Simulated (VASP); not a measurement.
Runs of VASP 6.6.1 on MnO2. The structure is that of space group P4_2/mnm (No. 136), or close to it. The cells are those of the table. 

```csv
level,spin,cell,smearing,gap on the mesh (eV),pressure (GPa),moment (μB),largest force (eV/Å)
r2SCAN,"collinear, antiferromagnetic start","a = 4.351, b = 4.351, c = 2.846 Å, 6 atoms",gaussian 0.05 eV,0.31,(b),0.00,0.03
r2SCAN,"collinear, antiferromagnetic start","a = 4.383, b = 4.383, c = 2.861 Å, 6 atoms",tetrahedron,0.32,1.0,0.00,0.03
r2SCAN+D3(BJ),"collinear, antiferromagnetic start","a = 4.383, b = 4.383, c = 2.861 Å, 6 atoms",tetrahedron,0.32,(a),0.00,0.03
r2SCAN,off,"a = 4.398, b = 4.398, c = 2.863 Å, 6 atoms",gaussian 0.05 eV,none,-12.2,-,0.30
r2SCAN,"collinear, antiferromagnetic start","a = 4.383, b = 4.383, c = 2.861 Å, 6 atoms",fermi-dirac 0.025 eV,0.32,1.0,0.00,0.03
```

Alike in all rows: task single point; potentials or basis VASP PAW PBE potentials, release 64 (Mn_pv, O); k mesh 6 × 6 × 10; cutoff (eV) 520.

Problem. Fill in the values left out.

Solution. (a) -0.3; (b) 6.4.

Caveats: the PAW data sets were made with another functional, which shifts forces and pressure a little; the cell stands under pressure (at least some runs); the cell stands under tension (at least some runs); semilocal functionals often make such compounds metallic where correlation or magnetic order opens a gap, which also shifts bond lengths (at least some runs).

A k mesh can miss the band edges.

A gap of «none» marks levels without a gap at the run's occupations.
